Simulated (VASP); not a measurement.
SnTe, 4 atoms in the cell. It takes space group P-3m1 (No. 164, trigonal). The conventional cell has a = 4.244 Å, b = 4.244 Å, c = 10.850 Å, α = 90.00°, β = 90.00°, γ = 120.00°. Sn (site symmetry 3m) has 3 Te at 2.96 Å within 3.9 Å. Te (site symmetry 3m) has 3 Sn at 2.96 Å within 3.9 Å. The cell was generated, and may not be a known phase.

* Program: VASP 6.6.1
* Task: relaxation of cell and atoms
* Functional: PBE
* Potentials or basis: VASP PAW PBE potentials, release 64 (Sn_d, Te)
* Cutoff: 600 eV
* k mesh: 12 × 12 × 4
* Occupations: gaussian, width 0.02 eV
* Spin: no spin polarisation
* Dipole correction: no
* Further INCAR settings: ALGO = Normal; EDIFF = 1e-06; IBRION = 2; EDIFFG = -0.01; NSW = 100; ISIF = 3

Potentials or basis: VASP PAW PBE potentials, release 64 (Sn_d, Te).

Run with:

```console
$ cat potpaw_PBE.64/Sn_d/POTCAR potpaw_PBE.64/Te/POTCAR > POTCAR
$ mpirun -np 1 vasp_std > vasp.out
```

Hardware: 1 thread of Oxide Virtual Turin-like Processor, with other jobs on the host.

Question: Estimate the wall time of this run.

Answer: Run time: 82 min on 1 thread of Oxide Virtual Turin-like Processor, on a shared host, peak memory 0.55 GiB. Counts: scf iterations 191, k points 69, ion steps 26.
